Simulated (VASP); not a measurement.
# YTe (Fm-3m) in VASP: further runs

Runs on YTe. Level: LDA. Tasks: single point.

Everything below comes from runs of VASP 6.6.1. Logs are shortened: lines on timing, memory, paths and dates and some standing lists are left out, and cuts for length are marked.

## 1. The cell of the first run

The structure is cubic, space group Fm-3m (No. 225). The conventional cell has a = 6.080 Å, b = 6.080 Å, c = 6.080 Å, α = 90.00°, β = 90.00°, γ = 90.00°. Y (site symmetry m-3m) has 6 Te at 3.04 Å within 4.0 Å. Within 4.0 Å of Te (site symmetry m-3m) lie 6 Y at 3.04 Å.

## 2. Single point, LDA

INCAR

```
SYSTEM = YTe
PREC     = Accurate       ! precision mode
ENCUT    = 520            ! plane-wave cutoff, eV
EDIFF    = 1E-6           ! SCF threshold, eV
ISMEAR   = -1             ! smearing method
SIGMA    = 0.05           ! smearing width, eV
LREAL    = .False.        ! projectors in reciprocal space
LASPH    = .True.         ! aspherical terms in the spheres
NELM     = 60             ! most SCF steps
ALGO     = Normal         ! electronic algorithm
ISIF     = 2              ! what is computed and relaxed
LWAVE    = .False.        ! write WAVECAR
LCHARG   = .True.         ! write CHGCAR
GGA      = CA             ! functional
LELF     = .True.         ! ELF
LVHAR    = .True.       
NBANDS   = 16             ! bands
```

KPOINTS

```
regular mesh
0
Gamma
  9 9 9
  0 0 0
```

POSCAR

```
YTe
1.0
    0.0000000000      3.0400000000      3.0400000000
    3.0400000000      0.0000000000      3.0400000000
    3.0400000000      3.0400000000      0.0000000000
Y Te
1 1
Direct
    0.5000000000      0.5000000000      0.5000000000
    0.0000000000      0.0000000000      0.0000000000
```

Potentials or basis: VASP PAW LDA potentials, release 64 (Y_sv, Te).

Launch:

```sh
$ cat potpaw_LDA.64/Y_sv/POTCAR potpaw_LDA.64/Te/POTCAR > POTCAR
$ mpirun -np 1 vasp_std > vasp.out
```

OUTCAR:

```text
SYSTEM = YTe
   PREC = Accurate
   ENCUT = 520
   EDIFF = 1E-6
   ISMEAR = -1
   LREAL = .False.
   LASPH = .True.
   NELM = 60
   ISIF = 2
   GGA = CA

 ion  position               nearest neighbor table
   1  0.500  0.500  0.500-   2 3.04   2 3.04   2 3.04   2 3.04   2 3.04   2 3.04
   2  0.000  0.000  0.000-   1 3.04   1 3.04   1 3.04   1 3.04   1 3.04   1 3.04

  LATTYP: Found a face centered cubic cell.
 ALAT       =     6.0800000000

  Lattice vectors:

 A1 = (   0.0000000000,   3.0400000000,   3.0400000000)
 A2 = (   3.0400000000,   0.0000000000,   3.0400000000)
 A3 = (   3.0400000000,   3.0400000000,   0.0000000000)

Analysis of symmetry for initial positions (statically):
=====================================================================
 Subroutine PRICEL returns:
 Original cell was already a primitive cell.

 Routine SETGRP: Setting up the symmetry group for a
 face centered cubic supercell.

 Subroutine GETGRP returns: Found 48 space group operations
 (whereof 48 operations were pure point group operations)
 out of a pool of 48 trial point group operations.

The static configuration has the point symmetry O_h .

Analysis of symmetry for dynamics (positions and initial velocities):
=====================================================================
 Subroutine PRICEL returns:
 Original cell was already a primitive cell.

 Routine SETGRP: Setting up the symmetry group for a
 face centered cubic supercell.

 Subroutine GETGRP returns: Found 48 space group operations
 (whereof 48 operations were pure point group operations)
 out of a pool of 48 trial point group operations.

The dynamic configuration has the point symmetry O_h .

 Subroutine INISYM returns: Found 48 space group operations
 (whereof 48 operations are pure point group operations),
 and found     1 'primitive' translations

----------------------------------------------------------------------------------------

                                     Primitive cell

  volume of cell :      56.1889

  direct lattice vectors                    reciprocal lattice vectors
     0.000000000  3.040000000  3.040000000    -0.164473684  0.164473684  0.164473684
     3.040000000  0.000000000  3.040000000     0.164473684 -0.164473684  0.164473684
     3.040000000  3.040000000  0.000000000     0.164473684  0.164473684 -0.164473684

  length of vectors
     4.299209230  4.299209230  4.299209230     0.284876778  0.284876778  0.284876778

[... 79 lines left out ...]
   NELM   =     60;   NELMIN=  2; NELMDL= -5     # of ELM steps
   EDIFF  = 0.1E-05   stopping-criterion for ELM
   LREAL  =      F    real-space projection
   EDIFFG = 0.1E-04   stopping-criterion for IOM
   NSW    =      0    number of steps for IOM
   IBRION =     -1    ionic relax: 0-MD 1-quasi-New 2-CG
   NFREE  =      0    steps in history (QN), initial steepest desc. (CG)
   ISIF   =      2    stress and relaxation
   ISYM   =      2    0-nonsym 1-usesym 2-fastsym
   POTIM  = 0.5000    time-step for ionic-motion
   TEBEG  =    0.0;   TEEND  =   0.0 temperature during run
   PSTRESS=    0.0 pullay stress
   NELECT =      17.0000    total number of electrons
   NUPDOWN=      -1.0000    fix difference up-down
   EMIN   =  10.00;   EMAX   =-10.00  energy-range for DOS
   EFERMI =   0.00;   METHOD = LEGACY
   ISMEAR =    -1;   SIGMA  =   0.05  broadening in eV -4-tet -1-fermi 0-gaus
   EFERMI_NEDOS =   21; number of points for ismear=-14 and -15
   IALGO  =     38    algorithm
   IMIX   =      4    mixing-type and parameters
     AMIX     =   0.40;   BMIX     =  1.00
     AMIX_MAG =   1.60;   BMIX_MAG =  1.00
  volume/ion in A,a.u.               =      28.09       189.59
  Fermi-wavevector in a.u.,A,eV,Ry     =   1.099025  2.076856 16.433877  1.207856
  Thomas-Fermi vector in A             =   2.235412
   LORBIT       =      0    0 simple, 1 ext, 2 COOP (PROOUT), +10 PAW based schemes
   GGA     = CA    functional components
   LHFCALC =     F    Hartree Fock is set to
   AEXX    =    0.0000 exact exchange contribution
   IVDW    =     0    specifies the selected vdW correction
   LEPSILON=     F    determine dielectric tensor
   LRPA    =     F    only Hartree local field effects (RPA)
 non-spin polarized calculation
  energy-cutoff  :      520.00
  volume of cell :       56.19
 maximum number of plane-waves:      1528
   NGX = 15   NGY = 15   NGZ = 15

 number of electron      17.0000001 magnetization

 Free energy of the ion-electron system (eV)
  ---------------------------------------------------
  ext. energy  EPLUGINS =         0.00000000
  ---------------------------------------------------
  free energy    TOTEN  =       -13.58869284 eV

  energy without entropy =      -13.58002663  energy(sigma->0) =      -13.58435974

 E-fermi :   6.9049     XC(G=0): -10.1526

 val. band max:        6.8954708243   @ k =  -0.1111   0.1111   0.0000
 cond. band min:       6.9497385903   @ k =   0.4444   0.2222   0.1111
 fundamental gap:      0.0542677660
 Fermi energy:         6.9049236571

 k-point     1 :       0.0000    0.0000    0.0000
  band No.  band energies     occupation
      1     -36.5800      2.00000
      2     -16.7031      2.00000
      3     -16.7031      2.00000
      4     -16.7031      2.00000
      5      -6.3636      2.00000
      6       4.7555      2.00000
[... 433 lines left out ...]
      3     -16.7471      2.00000
      4     -16.7471      2.00000
      5      -5.5383      2.00000
      6       1.7743      2.00000
[... 8 lines left out ...]
     15      14.8442      0.00000
     16      15.8848      0.00000

 [... further k-points ...]

------------------------ aborting loop because EDIFF is reached ----------------------------------------

  FORCE on cell =-STRESS in cart. coord.  units (eV):
  Direction    XX          YY          ZZ          XY          YZ          ZX
  --------------------------------------------------------------------------------------
  -------------------------------------------------------------------------------------
  Total       -0.5759084     -0.5759084     -0.5759084      0.0000000      0.0000000      0.0000000
  in kB      -16.4215161    -16.4215161    -16.4215161      0.0000000      0.0000000      0.0000000
  external PRESSURE =     -16.4215161 kB  Pullay stress =       0.0000000 kB

 VOLUME and BASIS-vectors are now :
 -----------------------------------------------------------------------------
  energy-cutoff  :      520.00
  volume of cell :       56.19
      direct lattice vectors                 reciprocal lattice vectors
     0.000000000  3.040000000  3.040000000    -0.164473684  0.164473684  0.164473684
     3.040000000  0.000000000  3.040000000     0.164473684 -0.164473684  0.164473684
     3.040000000  3.040000000  0.000000000     0.164473684  0.164473684 -0.164473684

 POSITION                                       TOTAL-FORCE (eV/Angst)
 -----------------------------------------------------------------------------------
      3.04000      3.04000      3.04000         0.000000      0.000000      0.000000
      0.00000      0.00000      0.00000        -0.000000     -0.000000     -0.000000
 -----------------------------------------------------------------------------------
    total drift:                                0.000000     -0.000000      0.000000

  FREE ENERGIE OF THE ION-ELECTRON SYSTEM (eV)
  ---------------------------------------------------
  free  energy   TOTEN  =       -13.5886928421 eV

  energy  without entropy=      -13.5800266343  energy(sigma->0) =      -13.58435974
```

stdout:

```text
POSCAR found type information on POSCAR Y Te
 POSCAR found :  2 types and       2 ions
 scaLAPACK will be used
 LDA part: xc-table for (Slater(with rela. corr.)+CA(PZ))
 , standard interpolation
 POSCAR, INCAR and KPOINTS ok, starting setup
 FFT: planning ... GRIDC
 FFT: planning ... GRID_SOFT
 FFT: planning ... GRID
 WAVECAR not read
 entering main loop
```

Run time: 20 s. Hardware: 1 thread of Intel Xeon Platinum 8259CL at 2.50GHz (Skylake/Cascade Lake), shared host; peak memory 0.18 GiB.

Results:

- Free energy: -13.5887 eV
- Pressure: -1.6 GPa
- Band gap on the k mesh: zero (an odd number of electrons rules out a gap without spin polarisation)

Caveat: spin-orbit coupling is left out, which moves the levels of the heavy elements.

## 3. Single point, LDA

INCAR

```
PREC = Accurate
ENCUT = 520
EDIFF = 1E-6
ISMEAR = -1
SIGMA = 0.05
LREAL = F
LASPH = T
NELM = 100
ALGO = Normal
ISIF = 2
LWAVE = F
LCHARG = T
LELF = T
LVHAR = T
NBANDS = 16
```

KPOINTS

```
Automatic mesh
0
Gamma
  9 9 9
```

POSCAR is that of step 2.

Potentials or basis: VASP PAW LDA potentials, release 64 (Y_sv, Te).

Launch:

```sh
$ cat potpaw_LDA.64/Y_sv/POTCAR potpaw_LDA.64/Te/POTCAR > POTCAR
$ mpirun -np 1 vasp_std > vasp.out
```

OUTCAR:

```text
PREC = Accurate
   ENCUT = 520
   EDIFF = 1E-6
   ISMEAR = -1
   LREAL = F
   LASPH = T
   NELM = 100
   ISIF = 2

 ion  position               nearest neighbor table
   1  0.500  0.500  0.500-   2 3.04   2 3.04   2 3.04   2 3.04   2 3.04   2 3.04
   2  0.000  0.000  0.000-   1 3.04   1 3.04   1 3.04   1 3.04   1 3.04   1 3.04

  LATTYP: Found a face centered cubic cell.
 ALAT       =     6.0800000000

  Lattice vectors:

 A1 = (   0.0000000000,   3.0400000000,   3.0400000000)
 A2 = (   3.0400000000,   0.0000000000,   3.0400000000)
 A3 = (   3.0400000000,   3.0400000000,   0.0000000000)

Analysis of symmetry for initial positions (statically):
=====================================================================
 Subroutine PRICEL returns:
 Original cell was already a primitive cell.

 Routine SETGRP: Setting up the symmetry group for a
 face centered cubic supercell.

 Subroutine GETGRP returns: Found 48 space group operations
 (whereof 48 operations were pure point group operations)
 out of a pool of 48 trial point group operations.

The static configuration has the point symmetry O_h .

Analysis of symmetry for dynamics (positions and initial velocities):
=====================================================================
 Subroutine PRICEL returns:
 Original cell was already a primitive cell.

 Routine SETGRP: Setting up the symmetry group for a
 face centered cubic supercell.

 Subroutine GETGRP returns: Found 48 space group operations
 (whereof 48 operations were pure point group operations)
 out of a pool of 48 trial point group operations.

The dynamic configuration has the point symmetry O_h .

 Subroutine INISYM returns: Found 48 space group operations
 (whereof 48 operations are pure point group operations),
 and found     1 'primitive' translations

----------------------------------------------------------------------------------------

                                     Primitive cell

  volume of cell :      56.1889

  direct lattice vectors                    reciprocal lattice vectors
     0.000000000  3.040000000  3.040000000    -0.164473684  0.164473684  0.164473684
     3.040000000  0.000000000  3.040000000     0.164473684 -0.164473684  0.164473684
     3.040000000  3.040000000  0.000000000     0.164473684  0.164473684 -0.164473684

  length of vectors
     4.299209230  4.299209230  4.299209230     0.284876778  0.284876778  0.284876778

  position of ions in fractional coordinates (direct lattice)
     0.500000000  0.500000000  0.500000000
     0.000000000  0.000000000  0.000000000

  ion indices of the primitive-cell ions
   primitive index   ion index
                 1           1
                 2           2

----------------------------------------------------------------------------------------

 KPOINTS: Automatic mesh

Automatic generation of k-mesh.
 Grid dimensions read from file:
 generate k-points for:    9    9    9

 Generating k-lattice:

  Cartesian coordinates                     Fractional coordinates (reciprocal lattice)
    -0.018274854  0.018274854  0.018274854     0.111111111  0.000000000  0.000000000
     0.018274854 -0.018274854  0.018274854     0.000000000  0.111111111  0.000000000
     0.018274854  0.018274854 -0.018274854     0.000000000  0.000000000  0.111111111

  Length of vectors
     0.031652975  0.031652975  0.031652975

  Shift w.r.t. Gamma in fractional coordinates (k-lattice)
     0.000000000  0.000000000  0.000000000

 Subroutine IBZKPT returns following result:
 ===========================================

 Found     35 irreducible k-points:

 Following reciprocal coordinates:
            Coordinates               Weight
  0.000000  0.000000  0.000000      1.000000
  0.111111  0.000000  0.000000      8.000000
  0.222222  0.000000  0.000000      8.000000
  0.333333  0.000000  0.000000      8.000000
  0.444444  0.000000  0.000000      8.000000
  0.111111  0.111111  0.000000      6.000000
[... 16 lines left out ...]
 -0.333333  0.333333  0.000000     12.000000
  0.444444  0.444444  0.000000      6.000000
 [... further k-points ...]
   k-points           NKPTS =     35   k-points in BZ     NKDIM =     35   number of bands    NBANDS=     16
   number of dos      NEDOS =    301   number of ions     NIONS =      2
   total plane-waves  NPLWV =  32768
   dimension x,y,z NGX =    32 NGY =   32 NGZ =   32
   dimension x,y,z NGXF=    64 NGYF=   64 NGZF=   64
   ions per type =               1   1
   NGX,Y,Z   is equivalent  to a cutoff of  12.37, 12.37, 12.37 a.u.
   NGXF,Y,Z  is equivalent  to a cutoff of  24.75, 24.75, 24.75 a.u.
 SYSTEM =  unknown system
   PREC   = accura    normal or accurate (medium, high low for compatibility)
   ISTART =      0    job   : 0-new  1-cont  2-samecut
   ICHARG =      2    charge: 1-file 2-atom 10-const
   ISPIN  =      1    spin polarized calculation?
   LNONCOLLINEAR =      F non collinear calculations
   LSORBIT =      F    spin-orbit coupling
   LASPH  =      T    aspherical Exc in radial PAW
   ENCUT  =  520.0 eV  38.22 Ry    6.18 a.u.   7.99  7.99  7.99*2*pi/ulx,y,z
   NELM   =    100;   NELMIN=  2; NELMDL= -5     # of ELM steps
   EDIFF  = 0.1E-05   stopping-criterion for ELM
   LREAL  =      F    real-space projection
   EDIFFG = 0.1E-04   stopping-criterion for IOM
   NSW    =      0    number of steps for IOM
   IBRION =     -1    ionic relax: 0-MD 1-quasi-New 2-CG
   NFREE  =      0    steps in history (QN), initial steepest desc. (CG)
   ISIF   =      2    stress and relaxation
   ISYM   =      2    0-nonsym 1-usesym 2-fastsym
   POTIM  = 0.5000    time-step for ionic-motion
   TEBEG  =    0.0;   TEEND  =   0.0 temperature during run
   PSTRESS=    0.0 pullay stress
   NELECT =      17.0000    total number of electrons
   NUPDOWN=      -1.0000    fix difference up-down
   EMIN   =  10.00;   EMAX   =-10.00  energy-range for DOS
   EFERMI =   0.00;   METHOD = LEGACY
   ISMEAR =    -1;   SIGMA  =   0.05  broadening in eV -4-tet -1-fermi 0-gaus
   EFERMI_NEDOS =   21; number of points for ismear=-14 and -15
   IALGO  =     38    algorithm
   IMIX   =      4    mixing-type and parameters
     AMIX     =   0.40;   BMIX     =  1.00
     AMIX_MAG =   1.60;   BMIX_MAG =  1.00
  volume/ion in A,a.u.               =      28.09       189.59
  Fermi-wavevector in a.u.,A,eV,Ry     =   1.099025  2.076856 16.433877  1.207856
  Thomas-Fermi vector in A             =   2.235412
   LORBIT       =      0    0 simple, 1 ext, 2 COOP (PROOUT), +10 PAW based schemes
   GGA     = CA    functional components
   LHFCALC =     F    Hartree Fock is set to
   AEXX    =    0.0000 exact exchange contribution
   IVDW    =     0    specifies the selected vdW correction
   LEPSILON=     F    determine dielectric tensor
   LRPA    =     F    only Hartree local field effects (RPA)
 non-spin polarized calculation
  energy-cutoff  :      520.00
  volume of cell :       56.19
 maximum number of plane-waves:      1528
   NGX = 15   NGY = 15   NGZ = 15

 number of electron      17.0000001 magnetization

 Free energy of the ion-electron system (eV)
  ---------------------------------------------------
  ext. energy  EPLUGINS =         0.00000000
  ---------------------------------------------------
  free energy    TOTEN  =       -13.58869284 eV

  energy without entropy =      -13.58002663  energy(sigma->0) =      -13.58435974

 E-fermi :   6.9049     XC(G=0): -10.1526

 val. band max:        6.8954708243   @ k =  -0.1111   0.1111   0.0000
 cond. band min:       6.9497385903   @ k =   0.4444   0.2222   0.1111
 fundamental gap:      0.0542677660
 Fermi energy:         6.9049236571

 k-point     1 :       0.0000    0.0000    0.0000
  band No.  band energies     occupation
      1     -36.5800      2.00000
      2     -16.7031      2.00000
      3     -16.7031      2.00000
      4     -16.7031      2.00000
      5      -6.3636      2.00000
      6       4.7555      2.00000
[... 8 lines left out ...]
     15      12.2211      0.00000
     16      17.3295      0.00000
[... 419 lines left out ...]
 k-point    24 :       0.4444    0.4444    0.0000
  band No.  band energies     occupation
      1     -36.5703      2.00000
      2     -16.8124      2.00000
      3     -16.7471      2.00000
      4     -16.7471      2.00000
      5      -5.5383      2.00000
      6       1.7743      2.00000
[... 8 lines left out ...]
     15      14.8442      0.00000
     16      15.8848      0.00000

 [... further k-points ...]

------------------------ aborting loop because EDIFF is reached ----------------------------------------

  FORCE on cell =-STRESS in cart. coord.  units (eV):
  Direction    XX          YY          ZZ          XY          YZ          ZX
  --------------------------------------------------------------------------------------
  -------------------------------------------------------------------------------------
  Total       -0.5759084     -0.5759084     -0.5759084      0.0000000      0.0000000      0.0000000
  in kB      -16.4215161    -16.4215161    -16.4215161      0.0000000      0.0000000      0.0000000
  external PRESSURE =     -16.4215161 kB  Pullay stress =       0.0000000 kB

 VOLUME and BASIS-vectors are now :
 -----------------------------------------------------------------------------
  energy-cutoff  :      520.00
  volume of cell :       56.19
      direct lattice vectors                 reciprocal lattice vectors
     0.000000000  3.040000000  3.040000000    -0.164473684  0.164473684  0.164473684
     3.040000000  0.000000000  3.040000000     0.164473684 -0.164473684  0.164473684
     3.040000000  3.040000000  0.000000000     0.164473684  0.164473684 -0.164473684

 POSITION                                       TOTAL-FORCE (eV/Angst)
 -----------------------------------------------------------------------------------
      3.04000      3.04000      3.04000         0.000000      0.000000      0.000000
      0.00000      0.00000      0.00000        -0.000000     -0.000000     -0.000000
 -----------------------------------------------------------------------------------
    total drift:                                0.000000     -0.000000      0.000000

  FREE ENERGIE OF THE ION-ELECTRON SYSTEM (eV)
  ---------------------------------------------------
  free  energy   TOTEN  =       -13.5886928421 eV

  energy  without entropy=      -13.5800266343  energy(sigma->0) =      -13.58435974
```

stdout:

```text
POSCAR found type information on POSCAR Y Te
 POSCAR found :  2 types and       2 ions
 scaLAPACK will be used
 LDA part: xc-table for (Slater(with rela. corr.)+CA(PZ))
 , standard interpolation
 POSCAR, INCAR and KPOINTS ok, starting setup
 FFT: planning ... GRIDC
 FFT: planning ... GRID_SOFT
 FFT: planning ... GRID
 WAVECAR not read
 entering main loop
```

Run time: 20 s. Hardware: 1 thread of Intel Xeon Platinum 8259CL at 2.50GHz (Skylake/Cascade Lake), shared host; peak memory 0.18 GiB.

What came out:

```yaml
Free_energy: -13.5887 eV
Pressure: -1.6 GPa
Band_gap_on_the_k_mesh: zero (an odd number of electrons rules out a gap without spin polarisation)
```

Levels at points of the mesh, in eV from the Fermi level:
```tsv
k point	band 6	band 7	band 8	band 9	band 10	band 11	band 12	band 13
(0.00, 0.00, 0.00)	-2.15	-2.15	-2.15	-0.28	-0.28	-0.28	0.34	0.34
```

Caveat: spin-orbit coupling is left out, which moves the levels of the heavy elements.
